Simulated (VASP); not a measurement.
Set up this calculation in VASP 6.6.1, as the native input.

| Quantity | Value |
| --- | --- |
| Task | single point |
| Functional | LDA |
| Potentials or basis | VASP PAW LDA potentials, release 64 (C, Mg) |
| Cutoff | 520 eV |
| k mesh | 2 × 2 × 1 |
| Occupations | fermi-dirac, width 0.02 eV |
| Spin | no spin polarisation |
| Dipole correction | no |
| Further INCAR settings | LREAL = Auto; ALGO = Normal; EDIFF = 1e-07; NBANDS = 52 |

The structure of MgC18 lies in POSCAR:

```
MgC18
1.0
    7.3980000000      0.0000000000      0.0000000000
   -3.6990000000      6.4068560000      0.0000000000
    0.0000000000      0.0000000000     11.0000000000
C Mg
18 1
Direct
    0.0022527170     -0.0024258634      0.0864970450
    0.2259717206      0.1082225446      0.0864015815
    0.0022239752      0.3307934657      0.0862842907
    0.2259574285      0.4414309693      0.0863898853
    0.0023435224      0.6642499373      0.0859938889
    0.2259257946      0.7748805933      0.0860864206
    0.3358323098     -0.0022158273      0.0864398198
    0.5591326105      0.1082260084      0.0865072038
    0.3357700790      0.3308600739      0.0861354604
    0.5591713506      0.4414096665      0.0863370617
    0.3358244279      0.6644096203      0.0861968590
    0.5593004384      0.7749978280      0.0861494221
    0.6689933076     -0.0023935419      0.0861992304
    0.8923722399      0.1080546236      0.0861658947
    0.6688395012      0.3308249489      0.0863528614
    0.8924574547      0.4414658141      0.0860742906
    0.6690558035      0.6643608284      0.0864834120
    0.8924270023      0.7748991223      0.0864925402
    0.1392858162      0.5141122880      0.3749948319
```

These files were run (other wordings do the same):

INCAR

```
SYSTEM = MgC18
PREC = Accurate
ENCUT = 520
EDIFF = 1E-7
ISMEAR = -1
SIGMA = 0.02
LREAL = Auto
LASPH = .True.
NELM = 100
ALGO = Normal
ISIF = 2
LWAVE = .False.
LCHARG = .True.
LELF = .True.
LVHAR = .True.
NBANDS = 52
```

KPOINTS

```
regular mesh
0
Gamma
  2 2 1
  0 0 0
```

Potentials or basis: VASP PAW LDA potentials, release 64 (C, Mg).

The run is started by

```console
$ cat potpaw_LDA.64/C/POTCAR potpaw_LDA.64/Mg/POTCAR > POTCAR
$ mpirun -np 1 vasp_std > vasp.out
```

It gave:

```
Largest force          : 0.036 eV/Å
Band gap on the k mesh : 0.13 eV
```

Caveat: the k points lie up to 0.49 Å⁻¹ apart; there is no dipole correction, which matters where the two faces differ; semilocal functionals underestimate gaps, and a narrow one can read as zero.

It took 12 min on 1 thread of Intel Xeon 8259CL, with other jobs on the host, peak memory 0.41 GiB.
